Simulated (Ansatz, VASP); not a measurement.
**One calculation of Sn2Ir, two programs**

```xyz
3
Lattice="0.0000 3.1584 3.1584 3.1584 0.0000 3.1584 3.1584 3.1584 0.0000" Properties=species:S:1:pos:R:3 pbc="T T T"
Sn    1.5792    1.5792    1.5792
Sn    4.7376    4.7376    4.7376
Ir    0.0000    0.0000    0.0000
```

Change from the starting cell: volume scaled by 0.99, crystal datasets.

Alike in both runs: task electric field gradients; functional LDA; k mesh 10 × 10 × 10; occupations fermi-dirac, width 0.03 eV; no spin polarisation.

|  | VASP | Ansatz |
| --- | --- | --- |
| version | VASP 6.6.1 | Ansatz 0.2.0 |
| potentials or method | VASP PAW LDA potentials, release 64 (Sn_d, Ir), cutoff 520 eV | all-electron PAW with datasets made for the crystal, scalar-relativistic |

Ansatz gave:

| Item | Value |
| --- | --- |
| pressure (GPa) | -0.9 |

Problem. What did VASP give for the same quantities?

Solution. Pressure (GPa): -0.5.

LDA's correlation is that of Perdew and Zunger in VASP and of Perdew and Wang (1992) in Ansatz. Ansatz ran all-electron here, and VASP with PAW potentials.

Spin-orbit coupling is off throughout.
